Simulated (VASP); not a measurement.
# Ho2Sb2N (C2) in VASP: single point with PBE

Aim: the single point of Ho2Sb2N with PBE.

Everything below comes from runs of VASP 6.6.1. Logs are shortened: lines on timing, memory, paths and dates and some standing lists are left out, and cuts for length are marked.

### Step 1. The cell of the first run

Symmetry: C2, No. 5, monoclinic system. Conventional cell: a = 3.884 Å, b = 7.492 Å, c = 8.418 Å, α = 90.00°, β = 90.66°, γ = 90.00°. Ho (site symmetry 2) has 3 N at 2.34 to 2.45 Å within 3.1 Å. Ho (site symmetry 2) has 6 Sb at 3.01 to 3.04 Å and 2 Ho at 3.88 Å within 4.0 Å. Within 3.1 Å of Sb (site symmetry 1) lie 1 N at 2.34 Å and 3 Ho at 3.01 to 3.04 Å. N (site symmetry 2) has 3 Ho at 2.34 to 2.45 Å and 2 Sb at 2.34 Å within 3.1 Å.

The cell was generated, and may not be a known phase.

### Step 2. Single point, PBE

INCAR

```
SYSTEM = Ho2Sb2N
PREC = Accurate ; ENCUT = 600
EDIFF = 1E-6 ; ISMEAR = 0
SIGMA = 0.2 ; LREAL = .FALSE.
LASPH = .TRUE. ; NELM = 200
ALGO = Normal ; ISIF = 2
LWAVE = .FALSE. ; LCHARG = .TRUE.
GGA = PE ; LELF = .TRUE.
LVHAR = .TRUE. ; NBANDS = 24
GGA_COMPAT = .FALSE. ; LMAXMIX = 6
```

KPOINTS

```
Automatic mesh
0
G
  4 4 3
  0 0 0
```

POSCAR

```
Ho2Sb2N
1.0
    1.8853116786     -3.7459696129     -0.4658967328
    1.8853116786      3.7459696129     -0.4658967328
   -1.6568804093      0.0000000000      9.0804009506
Ho Sb N
2 2 1
Direct
    0.1783493355      0.8216506645      0.0000000000
    0.6805236441      0.3194763559      0.5000000000
    0.5866348076      0.8543930833      0.7227357660
    0.1456069167      0.4133651924      0.2772642340
    0.8515044362      0.1484955638      0.0000000000
```

Potentials or basis: VASP PAW PBE potentials, release 64 (Ho_3, Sb, N), 4f in core.

On the command line:

```bash
$ cat potpaw_PBE.64/Ho_3/POTCAR potpaw_PBE.64/Sb/POTCAR potpaw_PBE.64/N/POTCAR > POTCAR
$ mpirun -np 1 vasp_std > vasp.out
```

OUTCAR:

```text
SYSTEM = Ho2Sb2N
   PREC = Accurate
   ENCUT = 600
   EDIFF = 1E-6
   ISMEAR = 0
   LREAL = .FALSE.
   LASPH = .TRUE.
   NELM = 200
   ISIF = 2
   GGA = PE

 ion  position               nearest neighbor table
   1  0.178  0.822  0.000-   5 2.34   5 2.34   5 2.45   4 3.30   3 3.30   4 3.33   3 3.33   4 3.37
                             3 3.37
   2  0.681  0.319  0.500-   3 3.01   4 3.01   4 3.03   3 3.03   3 3.04   4 3.04
   3  0.587  0.854  0.723-   5 2.34   2 3.01   2 3.03   2 3.04   1 3.30   1 3.33   1 3.37   4 3.75

   4  0.146  0.413  0.277-   5 2.34   2 3.01   2 3.03   2 3.04   1 3.30   1 3.33   1 3.37   3 3.75

   5  0.852  0.148  0.000-   1 2.34   1 2.34   4 2.34   3 2.34   1 2.45

  Warning from LATTYP: Got some problem with cell dimensions!
  Tried to take original basis but could not verify dimensions!
  LATTYP: Found a base centered monoclinic cell.
 ALAT       =     3.8840493772
 B/A-ratio  =     1.9288990685
 C/A-ratio  =     2.1674019865
 COS(beta)  =    -0.0115395423

  Lattice vectors:

 A1 = (  -1.8853116786,   3.7459696129,   0.4658967328)
 A2 = (  -1.8853116786,  -3.7459696129,   0.4658967328)
 A3 = (   2.1137429479,   0.0000000000,   8.1486074850)

Analysis of symmetry for initial positions (statically):
=====================================================================
 Subroutine PRICEL returns:
 Original cell was already a primitive cell.

 Routine SETGRP: Setting up the symmetry group for a
 base centered monoclinic supercell.

 Subroutine GETGRP returns: Found  2 space group operations
 (whereof  2 operations were pure point group operations)
 out of a pool of  4 trial point group operations.

The static configuration has the point symmetry C_2 .

Analysis of symmetry for dynamics (positions and initial velocities):
=====================================================================
 Subroutine PRICEL returns:
 Original cell was already a primitive cell.

 Routine SETGRP: Setting up the symmetry group for a
 base centered monoclinic supercell.

 Subroutine GETGRP returns: Found  2 space group operations
 (whereof  2 operations were pure point group operations)
 out of a pool of  4 trial point group operations.

The dynamic configuration has the point symmetry C_2 .

 Subroutine INISYM returns: Found  2 space group operations
 (whereof  2 operations are pure point group operations),
 and found     1 'primitive' translations

----------------------------------------------------------------------------------------

                                     Primitive cell

  volume of cell :     122.4741

  direct lattice vectors                    reciprocal lattice vectors
     1.885311679 -3.745969613 -0.465896733     0.277731405 -0.133476790  0.050677027
     1.885311679  3.745969613 -0.465896733     0.277731405  0.133476790  0.050677027
    -1.656880409  0.000000000  9.080400951     0.028499657  0.000000000  0.115327564

  length of vectors
     4.219448807  4.219448807  9.230326869     0.312280239  0.312280239  0.118796791

  position of ions in fractional coordinates (direct lattice)
     0.178349336  0.821650664  0.000000000
     0.680523644  0.319476356  0.500000000
     0.586634808  0.854393083  0.722735766
     0.145606917  0.413365192  0.277264234
     0.851504436  0.148495564  0.000000000

  ion indices of the primitive-cell ions
   primitive index   ion index
                 1           1
                 2           2
                 3           3
                 4           4
                 5           5

----------------------------------------------------------------------------------------

 KPOINTS: Automatic mesh

Automatic generation of k-mesh.
 Grid dimensions read from file:
 generate k-points for:    4    4    3

 Generating k-lattice:

  Cartesian coordinates                     Fractional coordinates (reciprocal lattice)
     0.069432851 -0.033369198  0.012669257     0.250000000  0.000000000 -0.000000000
     0.069432851  0.033369198  0.012669257     0.000000000  0.250000000 -0.000000000
     0.009499886  0.000000000  0.038442521     0.000000000  0.000000000  0.333333333

  Length of vectors
     0.078070060  0.078070060  0.039598930

  Shift w.r.t. Gamma in fractional coordinates (k-lattice)
     0.000000000  0.000000000  0.000000000

 Subroutine IBZKPT returns following result:
 ===========================================

 Found     17 irreducible k-points:

 Following reciprocal coordinates:
            Coordinates               Weight
  0.000000  0.000000  0.000000      1.000000
  0.250000 -0.000000 -0.000000      4.000000
  0.500000 -0.000000 -0.000000      2.000000
  0.250000  0.250000 -0.000000      2.000000
  0.500000  0.250000  0.000000      4.000000
 -0.250000  0.250000  0.000000      2.000000
[... 9 lines left out ...]
 -0.250000  0.500000  0.333333      4.000000
 -0.250000 -0.250000  0.333333      2.000000
   k-points           NKPTS =     17   k-points in BZ     NKDIM =     17   number of bands    NBANDS=     24
   number of dos      NEDOS =    301   number of ions     NIONS =      5
   total plane-waves  NPLWV = 103680
   dimension x,y,z NGX =    36 NGY =   36 NGZ =   80
   dimension x,y,z NGXF=    72 NGYF=   72 NGZF=  160
   ions per type =               2   2   1
   NGX,Y,Z   is equivalent  to a cutoff of  14.18, 14.18, 14.41 a.u.
   NGXF,Y,Z  is equivalent  to a cutoff of  28.37, 28.37, 28.82 a.u.
 SYSTEM =  Ho2Sb2N
   PREC   = accura    normal or accurate (medium, high low for compatibility)
   ISTART =      0    job   : 0-new  1-cont  2-samecut
   ICHARG =      2    charge: 1-file 2-atom 10-const
   ISPIN  =      1    spin polarized calculation?
   LNONCOLLINEAR =      F non collinear calculations
   LSORBIT =      F    spin-orbit coupling
   LASPH  =      T    aspherical Exc in radial PAW
   ENCUT  =  600.0 eV  44.10 Ry    6.64 a.u.   8.43  8.43 18.44*2*pi/ulx,y,z
   NELM   =    200;   NELMIN=  2; NELMDL= -5     # of ELM steps
   EDIFF  = 0.1E-05   stopping-criterion for ELM
   LREAL  =      F    real-space projection
   EDIFFG = 0.1E-04   stopping-criterion for IOM
   NSW    =      0    number of steps for IOM
   IBRION =     -1    ionic relax: 0-MD 1-quasi-New 2-CG
   NFREE  =      0    steps in history (QN), initial steepest desc. (CG)
   ISIF   =      2    stress and relaxation
   ISYM   =      2    0-nonsym 1-usesym 2-fastsym
   POTIM  = 0.5000    time-step for ionic-motion
   TEBEG  =    0.0;   TEEND  =   0.0 temperature during run
   PSTRESS=    0.0 pullay stress
   NELECT =      33.0000    total number of electrons
   NUPDOWN=      -1.0000    fix difference up-down
   EMIN   =  10.00;   EMAX   =-10.00  energy-range for DOS
   EFERMI =   0.00;   METHOD = LEGACY
   ISMEAR =     0;   SIGMA  =   0.20  broadening in eV -4-tet -1-fermi 0-gaus
   EFERMI_NEDOS =   21; number of points for ismear=-14 and -15
   IALGO  =     38    algorithm
   IMIX   =      4    mixing-type and parameters
     AMIX     =   0.40;   BMIX     =  1.00
     AMIX_MAG =   1.60;   BMIX_MAG =  1.00
  volume/ion in A,a.u.               =      24.49       165.30
  Fermi-wavevector in a.u.,A,eV,Ry     =   1.057381  1.998160 15.212048  1.118054
  Thomas-Fermi vector in A             =   2.192651
   LORBIT       =      0    0 simple, 1 ext, 2 COOP (PROOUT), +10 PAW based schemes
   GGA     = PE    functional components
   LHFCALC =     F    Hartree Fock is set to
   AEXX    =    0.0000 exact exchange contribution
   IVDW    =     0    specifies the selected vdW correction
   LEPSILON=     F    determine dielectric tensor
   LRPA    =     F    only Hartree local field effects (RPA)
 non-spin polarized calculation
 Gauss-broadening in eV      SIGMA  =   0.20
  energy-cutoff  :      600.00
  volume of cell :      122.47
 maximum number of plane-waves:      4117
 NGX is ok and might be reduce to    36
   NGX = 17   NGY = 17   NGZ = 37

 number of electron      33.0000002 magnetization

 Free energy of the ion-electron system (eV)
  ---------------------------------------------------
  ext. energy  EPLUGINS =         0.00000000
  ---------------------------------------------------
  free energy    TOTEN  =       -28.97924554 eV

  energy without entropy =      -28.94344365  energy(sigma->0) =      -28.96134460

 E-fermi :   5.3607     XC(G=0):  -9.9692

 val. band max:        5.2912842973   @ k =   0.0000   0.0000   0.3333
 cond. band min:       5.4867145833   @ k =   0.5000  -0.0000  -0.0000
 fundamental gap:      0.1954302860
 Fermi energy:         5.3607228797

 k-point     1 :       0.0000    0.0000    0.0000
  band No.  band energies     occupation
      1     -18.9084      2.00000
      2     -18.7407      2.00000
      3     -18.7291      2.00000
      4     -18.5819      2.00000
      5     -18.5781      2.00000
      6     -18.5524      2.00000
[... 16 lines left out ...]
     23       8.7249      0.00000
     24       8.8658      0.00000

 k-point     2 :       0.2500   -0.0000   -0.0000
  band No.  band energies     occupation
      1     -18.8919      2.00000
      2     -18.8752      2.00000
      3     -18.7469      2.00000
      4     -18.6412      2.00000
      5     -18.5936      2.00000
      6     -18.5621      2.00000
[... 16 lines left out ...]
     23       9.0627      0.00000
     24       9.4021      0.00000

 k-point     3 :       0.5000   -0.0000   -0.0000
  band No.  band energies     occupation
      1     -19.0021      2.00000
      2     -18.8755      2.00000
      3     -18.7663      2.00000
      4     -18.7239      2.00000
      5     -18.6092      2.00000
      6     -18.5453      2.00000
[... 16 lines left out ...]
     23       8.5715      0.00000
     24       9.2735      0.00000

 k-point     4 :       0.2500    0.2500   -0.0000
  band No.  band energies     occupation
      1     -18.9909      2.00000
      2     -18.8755      2.00000
      3     -18.7784      2.00000
      4     -18.7135      2.00000
      5     -18.6199      2.00000
      6     -18.5453      2.00000
[... 16 lines left out ...]
     23       8.9406      0.00000
     24       9.7071      0.00000

 k-point     5 :       0.5000    0.2500    0.0000
  band No.  band energies     occupation
      1     -18.9233      2.00000
      2     -18.8815      2.00000
      3     -18.8093      2.00000
      4     -18.6727      2.00000
      5     -18.6287      2.00000
      6     -18.5483      2.00000
[... 16 lines left out ...]
     23       9.1892      0.00000
     24       9.4888      0.00000

 k-point     6 :      -0.2500    0.2500    0.0000
  band No.  band energies     occupation
      1     -18.8980      2.00000
      2     -18.8292      2.00000
      3     -18.7538      2.00000
      4     -18.6402      2.00000
      5     -18.5648      2.00000
      6     -18.5615      2.00000
[... 16 lines left out ...]
     23       9.1510      0.00000
     24       9.4170      0.00000
[... 190 lines left out ...]
 k-point    14 :      -0.2500    0.2500    0.3333
  band No.  band energies     occupation
      1     -18.8952      2.00000
      2     -18.8291      2.00000
      3     -18.7537      2.00000
      4     -18.6404      2.00000
      5     -18.5679      2.00000
      6     -18.5616      2.00000
[... 16 lines left out ...]
     23       9.0570      0.00000
     24       9.8276      0.00000

 k-point    15 :       0.5000    0.5000    0.3333
  band No.  band energies     occupation
      1     -18.9253      2.00000
      2     -18.8851      2.00000
      3     -18.7668      2.00000
      4     -18.6977      2.00000
      5     -18.5709      2.00000
      6     -18.5538      2.00000
[... 16 lines left out ...]
     23       9.0249      0.00000
     24       9.2890      0.00000

 k-point    16 :      -0.2500    0.5000    0.3333
  band No.  band energies     occupation
      1     -18.9232      2.00000
      2     -18.8801      2.00000
      3     -18.8092      2.00000
      4     -18.6728      2.00000
      5     -18.6288      2.00000
      6     -18.5498      2.00000
[... 16 lines left out ...]
     23       9.1236      0.00000
     24       9.3800      0.00000

 k-point    17 :      -0.2500   -0.2500    0.3333
  band No.  band energies     occupation
      1     -18.9911      2.00000
      2     -18.8777      2.00000
      3     -18.7785      2.00000
      4     -18.7134      2.00000
      5     -18.6197      2.00000
      6     -18.5428      2.00000
[... 16 lines left out ...]
     23       9.1282      0.00000
     24       9.3983      0.00000

------------------------ aborting loop because EDIFF is reached ----------------------------------------

  FORCE on cell =-STRESS in cart. coord.  units (eV):
  Direction    XX          YY          ZZ          XY          YZ          ZX
  --------------------------------------------------------------------------------------
  -------------------------------------------------------------------------------------
  Total        0.0837150      0.3012830      0.2627078      0.0000000      0.0000000     -0.2000710
  in kB        1.0951399      3.9413133      3.4366819      0.0000000      0.0000000     -2.6172822
  external PRESSURE =       2.8243784 kB  Pullay stress =       0.0000000 kB

 VOLUME and BASIS-vectors are now :
 -----------------------------------------------------------------------------
  energy-cutoff  :      600.00
  volume of cell :      122.47
      direct lattice vectors                 reciprocal lattice vectors
     1.885311679 -3.745969613 -0.465896733     0.277731405 -0.133476790  0.050677027
     1.885311679  3.745969613 -0.465896733     0.277731405  0.133476790  0.050677027
    -1.656880409  0.000000000  9.080400951     0.028499657  0.000000000  0.115327564

 POSITION                                       TOTAL-FORCE (eV/Angst)
 -----------------------------------------------------------------------------------
      1.88531      2.40979     -0.46590         0.000000      0.053245     -0.000000
      1.05687     -1.35247      4.07430        -0.000000     -0.011705      0.000000
      1.51930      1.00301      5.89136        -0.009275     -0.002544      0.009848
      0.59444      1.00301      2.25725         0.009275     -0.002544     -0.009848
      1.88531     -2.63345     -0.46590         0.000000     -0.036454      0.000000
 -----------------------------------------------------------------------------------
    total drift:                                0.000000     -0.000585     -0.000000

  FREE ENERGIE OF THE ION-ELECTRON SYSTEM (eV)
  ---------------------------------------------------
  free  energy   TOTEN  =       -28.9792455448 eV

  energy  without entropy=      -28.9434436488  energy(sigma->0) =      -28.96134460
```

It took 1.8 min on 1 thread of Intel Xeon Platinum 8488C (Sapphire Rapids), shared host; peak memory 0.34 GiB.

What came out:

| Item | Value |
| --- | --- |
| Free energy | -28.9792 eV |
| Pressure | 0.3 GPa |
| Largest force | 0.053 eV/Å |
| Band gap on the k mesh | zero (an odd number of electrons rules out a gap without spin polarisation) |

Forces on the atoms (eV/Å):
```
Ho   0.000  0.053  0.000
Ho   0.000 -0.012  0.000
Sb  -0.009 -0.003  0.010
Sb   0.009 -0.003 -0.010
N    0.000 -0.036  0.000
```

Stress tensor (GPa, compression positive):
```
 0.11  0.00 -0.26
 0.00  0.39  0.00
-0.26  0.00  0.34
```

Levels at points of the mesh, in eV from the Fermi level:
```tsv
k point	band 13	band 14	band 15	band 16	band 17	band 18	band 19	band 20
(0.00, 0.00, 0.00)	-3.23	-0.56	-0.56	0.15	0.67	1.86	2.67	2.77
(0.50, 0.00, 0.00)	-2.93	-2.22	-1.16	-0.84	0.13	0.87	1.82	1.91
(0.50, 0.50, 0.00)	-2.87	-2.74	-1.63	-0.66	0.50	0.82	2.02	2.37
```

Caveat: the k points lie up to 0.46 Å⁻¹ apart, too coarse for converged energies and pressures of a metal; spin-orbit coupling is left out, which moves the levels of the heavy elements; the 4f electrons are frozen in the core, so they carry no moment and show no levels; the run has no spin polarisation, though such a crystal can be magnetic. Spin polarisation is off, so any magnetic state and its effect on volume and gap are missing.

The gap in the log of VASP goes by the Fermi energy; the results here count the filled bands.